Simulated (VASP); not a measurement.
# PbSe in VASP: notebook

Runs on PbSe. Level: PBE. Tasks: single point.

Everything below comes from runs of VASP 6.6.1. Logs are shortened: lines on timing, memory, paths and dates and some standing lists are left out, and cuts for length are marked.

**1. The cell of the first run**

It takes space group R-3m (No. 166, trigonal). The conventional cell has a = 4.291 Å, b = 4.291 Å, c = 10.891 Å, α = 90.00°, β = 90.00°, γ = 120.00°. Pb (site symmetry -3m) has 6 Se at 3.07 Å within 4.0 Å. Within 4.0 Å of Se (site symmetry -3m) lie 6 Pb at 3.07 Å.

**2. Single point, PBE (epitaxial 111 strain -1.8%)**

INCAR reads:

```
PREC = Accurate
ENCUT = 520
EDIFF = 1E-6
ISMEAR = -1
SIGMA = 0.02
LREAL = F
LASPH = T
NELM = 80
ALGO = Normal
ISIF = 2
LWAVE = F
LCHARG = F
GGA = PE
NBANDS = 17
```

KPOINTS reads:

```
Automatic mesh
0
Gamma
  8 8 8
```

POSCAR reads:

```
PbSe
1.0
    0.0731387202      3.1074797813      3.1074797813
    3.1074797813      0.0731387202      3.1074797813
    3.1074797813      3.1074797813      0.0731387202
Pb Se
1 1
Direct
    0.0000000000      0.0000000000      0.0000000000
    0.5000000000      0.5000000000      0.5000000000
```

Potentials or basis: VASP PAW PBE potentials, release 64 (Pb_d, Se).

Run with:

```console
cat potpaw_PBE.64/Pb_d/POTCAR potpaw_PBE.64/Se/POTCAR > POTCAR
mpirun -np 1 vasp_std > vasp.out
```

OUTCAR:

```text
PREC = Accurate
   ENCUT = 520
   EDIFF = 1E-6
   ISMEAR = -1
   LREAL = F
   LASPH = T
   NELM = 80
   ISIF = 2
   GGA = PE

 ion  position               nearest neighbor table
   1  0.000  0.000  0.000-   2 3.07   2 3.07   2 3.07   2 3.07   2 3.07   2 3.07
   2  0.500  0.500  0.500-   1 3.07   1 3.07   1 3.07   1 3.07   1 3.07   1 3.07

  LATTYP: Found a trigonal (rhomboedric) cell.
 ALAT       =     4.3952486226
 COS(alpha) =     0.5233913774

  Lattice vectors:

 A1 = (   0.0731387202,   3.1074797813,   3.1074797813)
 A2 = (   3.1074797813,   0.0731387202,   3.1074797813)
 A3 = (   3.1074797813,   3.1074797813,   0.0731387202)

Analysis of symmetry for initial positions (statically):
=====================================================================
 Subroutine PRICEL returns:
 Original cell was already a primitive cell.

 Routine SETGRP: Setting up the symmetry group for a
 trigonal (rhombohedral) supercell.

 Subroutine GETGRP returns: Found 12 space group operations
 (whereof 12 operations were pure point group operations)
 out of a pool of 12 trial point group operations.

The static configuration has the point symmetry D_3d.

Analysis of symmetry for dynamics (positions and initial velocities):
=====================================================================
 Subroutine PRICEL returns:
 Original cell was already a primitive cell.

 Routine SETGRP: Setting up the symmetry group for a
 trigonal (rhombohedral) supercell.

 Subroutine GETGRP returns: Found 12 space group operations
 (whereof 12 operations were pure point group operations)
 out of a pool of 12 trial point group operations.

The dynamic configuration has the point symmetry D_3d.

 Subroutine INISYM returns: Found 12 space group operations
 (whereof 12 operations are pure point group operations),
 and found     1 'primitive' translations

----------------------------------------------------------------------------------------

                                     Primitive cell

  volume of cell :      57.8959

  direct lattice vectors                    reciprocal lattice vectors
     0.073138720  3.107479781  3.107479781    -0.166697031  0.162863812  0.162863812
     3.107479781  0.073138720  3.107479781     0.162863812 -0.166697031  0.162863812
     3.107479781  3.107479781  0.073138720     0.162863812  0.162863812 -0.166697031

  length of vectors
     4.395248623  4.395248623  4.395248623     0.284318735  0.284318735  0.284318735

  position of ions in fractional coordinates (direct lattice)
     0.000000000  0.000000000  0.000000000
     0.500000000  0.500000000  0.500000000

  ion indices of the primitive-cell ions
   primitive index   ion index
                 1           1
                 2           2

----------------------------------------------------------------------------------------

 KPOINTS: Automatic mesh

Automatic generation of k-mesh.
 Grid dimensions read from file:
 generate k-points for:    8    8    8

 Generating k-lattice:

  Cartesian coordinates                     Fractional coordinates (reciprocal lattice)
    -0.020837129  0.020357977  0.020357977     0.125000000 -0.000000000 -0.000000000
     0.020357977 -0.020837129  0.020357977    -0.000000000  0.125000000 -0.000000000
     0.020357977  0.020357977 -0.020837129    -0.000000000 -0.000000000  0.125000000

  Length of vectors
     0.035539842  0.035539842  0.035539842

  Shift w.r.t. Gamma in fractional coordinates (k-lattice)
     0.000000000  0.000000000  0.000000000

 Subroutine IBZKPT returns following result:
 ===========================================

 Found     65 irreducible k-points:

 Following reciprocal coordinates:
            Coordinates               Weight
  0.000000  0.000000  0.000000      1.000000
  0.125000  0.000000 -0.000000      6.000000
  0.250000  0.000000 -0.000000      6.000000
  0.375000  0.000000  0.000000      6.000000
  0.500000  0.000000 -0.000000      3.000000
  0.125000  0.125000 -0.000000      6.000000
[... 16 lines left out ...]
  0.250000  0.125000  0.125000      6.000000
  0.375000  0.125000  0.125000      6.000000
 [... further k-points ...]
   k-points           NKPTS =     65   k-points in BZ     NKDIM =     65   number of bands    NBANDS=     17
   number of dos      NEDOS =    301   number of ions     NIONS =      2
   total plane-waves  NPLWV =  46656
   dimension x,y,z NGX =    36 NGY =   36 NGZ =   36
   dimension x,y,z NGXF=    72 NGYF=   72 NGZF=   72
   ions per type =               1   1
   NGX,Y,Z   is equivalent  to a cutoff of  13.62, 13.62, 13.62 a.u.
   NGXF,Y,Z  is equivalent  to a cutoff of  27.23, 27.23, 27.23 a.u.
 SYSTEM =  unknown system
   PREC   = accura    normal or accurate (medium, high low for compatibility)
   ISTART =      0    job   : 0-new  1-cont  2-samecut
   ICHARG =      2    charge: 1-file 2-atom 10-const
   ISPIN  =      1    spin polarized calculation?
   LNONCOLLINEAR =      F non collinear calculations
   LSORBIT =      F    spin-orbit coupling
   LASPH  =      T    aspherical Exc in radial PAW
   ENCUT  =  520.0 eV  38.22 Ry    6.18 a.u.   8.17  8.17  8.17*2*pi/ulx,y,z
   NELM   =     80;   NELMIN=  2; NELMDL= -5     # of ELM steps
   EDIFF  = 0.1E-05   stopping-criterion for ELM
   LREAL  =      F    real-space projection
   EDIFFG = 0.1E-04   stopping-criterion for IOM
   NSW    =      0    number of steps for IOM
   IBRION =     -1    ionic relax: 0-MD 1-quasi-New 2-CG
   NFREE  =      0    steps in history (QN), initial steepest desc. (CG)
   ISIF   =      2    stress and relaxation
   ISYM   =      2    0-nonsym 1-usesym 2-fastsym
   POTIM  = 0.5000    time-step for ionic-motion
   TEBEG  =    0.0;   TEEND  =   0.0 temperature during run
   PSTRESS=    0.0 pullay stress
   NELECT =      20.0000    total number of electrons
   NUPDOWN=      -1.0000    fix difference up-down
   EMIN   =  10.00;   EMAX   =-10.00  energy-range for DOS
   EFERMI =   0.00;   METHOD = LEGACY
   ISMEAR =    -1;   SIGMA  =   0.02  broadening in eV -4-tet -1-fermi 0-gaus
   EFERMI_NEDOS =   21; number of points for ismear=-14 and -15
   IALGO  =     38    algorithm
   IMIX   =      4    mixing-type and parameters
     AMIX     =   0.40;   BMIX     =  1.00
     AMIX_MAG =   1.60;   BMIX_MAG =  1.00
  volume/ion in A,a.u.               =      28.95       195.35
  Fermi-wavevector in a.u.,A,eV,Ry     =   1.148688  2.170706 17.952675  1.319484
  Thomas-Fermi vector in A             =   2.285362
   LORBIT       =      0    0 simple, 1 ext, 2 COOP (PROOUT), +10 PAW based schemes
   GGA     = PE    functional components
   LHFCALC =     F    Hartree Fock is set to
   AEXX    =    0.0000 exact exchange contribution
   IVDW    =     0    specifies the selected vdW correction
   LEPSILON=     F    determine dielectric tensor
   LRPA    =     F    only Hartree local field effects (RPA)
 non-spin polarized calculation
  energy-cutoff  :      520.00
  volume of cell :       57.90
 maximum number of plane-waves:      1572
 NGX is ok and might be reduce to    36
   NGX = 17   NGY = 17   NGZ = 17

 number of electron      19.9999998 magnetization

 Free energy of the ion-electron system (eV)
  ---------------------------------------------------
  ext. energy  EPLUGINS =         0.00000000
  ---------------------------------------------------
  free energy    TOTEN  =        -8.18057359 eV

  energy without entropy =       -8.18050241  energy(sigma->0) =       -8.18053800

 E-fermi :   5.1274     XC(G=0):  -9.4869

 val. band max:        5.0890060967   @ k =   0.5000   0.5000   0.5000
 cond. band min:       5.1896537846   @ k =   0.5000   0.0000  -0.0000
 fundamental gap:      0.1006476879
 Fermi energy:         5.1274133652

 k-point     1 :       0.0000    0.0000    0.0000
  band No.  band energies     occupation
      1     -11.8797      2.00000
      2     -11.8797      2.00000
      3     -11.8719      2.00000
      4     -11.8653      2.00000
      5     -11.8653      2.00000
      6      -8.5598      2.00000
[... 9 lines left out ...]
     16      11.6447      0.00000
     17      13.1745      0.00000

 k-point     2 :       0.1250    0.0000   -0.0000
  band No.  band energies     occupation
      1     -11.8811      2.00000
      2     -11.8747      2.00000
      3     -11.8701      2.00000
      4     -11.8683      2.00000
      5     -11.8645      2.00000
      6      -8.4419      2.00000
[... 9 lines left out ...]
     16      12.0002      0.00000
     17      14.2597      0.00000

 k-point     3 :       0.2500    0.0000   -0.0000
  band No.  band energies     occupation
      1     -11.8872      2.00000
      2     -11.8768      2.00000
      3     -11.8713      2.00000
      4     -11.8615      2.00000
      5     -11.8545      2.00000
      6      -8.1186      2.00000
[... 9 lines left out ...]
     16      12.9008      0.00000
     17      16.1710      0.00000

 k-point     4 :       0.3750    0.0000    0.0000
  band No.  band energies     occupation
      1     -11.8953      2.00000
      2     -11.8845      2.00000
      3     -11.8718      2.00000
      4     -11.8487      2.00000
      5     -11.8433      2.00000
      6      -7.7120      2.00000
[... 9 lines left out ...]
     16      14.2461      0.00000
     17      16.3952      0.00000

 k-point     5 :       0.5000    0.0000   -0.0000
  band No.  band energies     occupation
      1     -11.8989      2.00000
      2     -11.8878      2.00000
      3     -11.8720      2.00000
      4     -11.8435      2.00000
      5     -11.8386      2.00000
      6      -7.5024      2.00000
[... 9 lines left out ...]
     16      15.4379      0.00000
     17      15.4849      0.00000

 k-point     6 :       0.1250    0.1250   -0.0000
  band No.  band energies     occupation
      1     -11.8842      2.00000
      2     -11.8743      2.00000
      3     -11.8730      2.00000
      4     -11.8658      2.00000
      5     -11.8622      2.00000
      6      -8.4030      2.00000
[... 9 lines left out ...]
     16      12.6123      0.00000
     17      13.7180      0.00000

 k-point     7 :       0.2500    0.1250    0.0000
  band No.  band energies     occupation
      1     -11.8921      2.00000
      2     -11.8768      2.00000
      3     -11.8724      2.00000
      4     -11.8618      2.00000
      5     -11.8537      2.00000
      6      -8.1457      2.00000
[... 9 lines left out ...]
     16      13.3032      0.00000
     17      14.9605      0.00000

 k-point     8 :       0.3750    0.1250   -0.0000
  band No.  band energies     occupation
      1     -11.9010      2.00000
      2     -11.8814      2.00000
      3     -11.8720      2.00000
      4     -11.8557      2.00000
      5     -11.8426      2.00000
      6      -7.7576      2.00000
[... 9 lines left out ...]
     16      14.5284      0.00000
     17      16.2071      0.00000
[... 203 lines left out ...]
      1     -11.9749      2.00000
      2     -11.8868      2.00000
      3     -11.8568      2.00000
      4     -11.8383      2.00000
      5     -11.8310      2.00000
      6      -7.2175      2.00000
[... 9 lines left out ...]
     16      16.3840      0.00000
     17      16.6204      0.00000

 k-point    20 :      -0.3750    0.3750    0.0000
  band No.  band energies     occupation
      1     -11.9577      2.00000
      2     -11.8757      2.00000
      3     -11.8667      2.00000
      4     -11.8458      2.00000
      5     -11.8341      2.00000
      6      -7.1629      2.00000
[... 9 lines left out ...]
     16      15.1441      0.00000
     17      17.2480      0.00000

 k-point    21 :       0.5000    0.5000   -0.0000
  band No.  band energies     occupation
      1     -11.9903      2.00000
      2     -11.8919      2.00000
      3     -11.8513      2.00000
      4     -11.8334      2.00000
      5     -11.8282      2.00000
      6      -7.1609      2.00000
[... 9 lines left out ...]
     16      16.4234      0.00000
     17      17.6534      0.00000

 k-point    22 :       0.1250    0.1250    0.1250
  band No.  band energies     occupation
      1     -11.8812      2.00000
      2     -11.8812      2.00000
      3     -11.8710      2.00000
      4     -11.8629      2.00000
      5     -11.8629      2.00000
      6      -8.4482      2.00000
[... 9 lines left out ...]
     16      11.9581      0.00000
     17      14.1567      0.00000

 k-point    23 :       0.2500    0.1250    0.1250
  band No.  band energies     occupation
      1     -11.8840      2.00000
      2     -11.8801      2.00000
      3     -11.8703      2.00000
      4     -11.8660      2.00000
      5     -11.8560      2.00000
      6      -8.2630      2.00000
[... 9 lines left out ...]
     16      12.8601      0.00000
     17      14.1191      0.00000

 k-point    24 :       0.3750    0.1250    0.1250
  band No.  band energies     occupation
      1     -11.8933      2.00000
      2     -11.8812      2.00000
      3     -11.8692      2.00000
      4     -11.8600      2.00000
      5     -11.8488      2.00000
      6      -7.9030      2.00000
[... 9 lines left out ...]
     16      14.0954      0.00000
     17      15.5231      0.00000

 [... further k-points ...]

------------------------ aborting loop because EDIFF is reached ----------------------------------------

  FORCE on cell =-STRESS in cart. coord.  units (eV):
  Direction    XX          YY          ZZ          XY          YZ          ZX
  --------------------------------------------------------------------------------------
  -------------------------------------------------------------------------------------
  Total        0.6631337      0.6631337      0.6631337     -0.1519646     -0.1519646     -0.1519646
  in kB       18.3511626     18.3511626     18.3511626     -4.2053778     -4.2053778     -4.2053778
  external PRESSURE =      18.3511626 kB  Pullay stress =       0.0000000 kB

 VOLUME and BASIS-vectors are now :
 -----------------------------------------------------------------------------
  energy-cutoff  :      520.00
  volume of cell :       57.90
      direct lattice vectors                 reciprocal lattice vectors
     0.073138720  3.107479781  3.107479781    -0.166697031  0.162863812  0.162863812
     3.107479781  0.073138720  3.107479781     0.162863812 -0.166697031  0.162863812
     3.107479781  3.107479781  0.073138720     0.162863812  0.162863812 -0.166697031

 POSITION                                       TOTAL-FORCE (eV/Angst)
 -----------------------------------------------------------------------------------
      0.00000      0.00000      0.00000         0.000000      0.000000     -0.000000
      3.14405      3.14405      3.14405         0.000000     -0.000000      0.000000
 -----------------------------------------------------------------------------------
    total drift:                               -0.000000      0.000000      0.000000

  FREE ENERGIE OF THE ION-ELECTRON SYSTEM (eV)
  ---------------------------------------------------
  free  energy   TOTEN  =        -8.1805735863 eV

  energy  without entropy=       -8.1805024146  energy(sigma->0) =       -8.18053800
```

It took 56 s on 1 thread of Intel Xeon 8259CL, shared host; peak memory 0.24 GiB.

What came out:

| Quantity | Value |
| --- | --- |
| Free energy | -8.1806 eV |
| Pressure | 1.8 GPa |
| Band gap on the k mesh | 0.10 eV (least direct gap 0.30 eV) |

Caveat: the cell differs from its parent crystal (epitaxial 111 strain -1.8%); spin-orbit coupling is left out, which moves the levels of the heavy elements. A k mesh can miss the band edges.

**3. Single point, PBE (shear xy strain -5.6%)**

INCAR reads:

```
SYSTEM = PbSe
PREC = Accurate
ENCUT = 520
EDIFF = 1E-6
ISMEAR = -1
SIGMA = 0.02
LREAL = .False.
LASPH = .True.
NELM = 100
ALGO = Normal
ISIF = 2
LWAVE = .False.
LCHARG = .False.
GGA = PE
NBANDS = 17
```

KPOINTS reads:

```
Automatic mesh
0
Gamma
  8 8 8
  0 0 0
```

POSCAR reads:

```
PbSe
1.0
   -0.0863292271      3.0887022202      3.0887022202
    3.0887022202     -0.0863292271      3.0887022202
    3.0023729931      3.0023729931      0.0000000000
Pb Se
1 1
Direct
    0.0000000000      0.0000000000      0.0000000000
    0.5000000000      0.5000000000      0.5000000000
```

Potentials or basis: VASP PAW PBE potentials, release 64 (Pb_d, Se).

Run with:

```console
cat potpaw_PBE.64/Pb_d/POTCAR potpaw_PBE.64/Se/POTCAR > POTCAR
mpirun -np 1 vasp_std > vasp.out
```

It took 84 s on 1 thread of Intel Xeon 8259CL, shared host; peak memory 0.24 GiB.

It converged, with:

- Free energy: -8.1851 eV
- Pressure: 0.9 GPa
- Band gap on the k mesh: 0.12 eV (least direct gap 0.34 eV)

Stress tensor (GPa, compression positive):
```
0.94 0.96 0.00
0.96 0.94 0.00
0.00 0.00 0.87
```

Levels at points of the mesh, in eV from the valence-band top:
```tsv
k point	band 7	band 8	band 9	band 10	band 11	band 12	band 13	band 14
(0.00, 0.00, 0.00)	-6.45	-2.05	-1.85	-1.62	4.54	4.54	4.63	6.14
(0.50, 0.00, 0.00)	-8.83	-1.45	-1.31	0.00	0.37	1.74	1.90	8.37
(0.50, 0.50, 0.00)	-7.45	-4.85	-3.41	-2.88	3.75	5.38	5.50	5.83
(0.00, 0.00, 0.50)	-8.66	-1.58	-1.48	-0.22	0.12	1.46	1.62	8.47
(0.50, 0.00, 0.50)	-7.42	-4.84	-3.15	-3.15	3.72	5.21	5.42	5.95
```

Caveat: the cell differs from its parent crystal (shear xy strain -5.6%); spin-orbit coupling is left out, which moves the levels of the heavy elements.
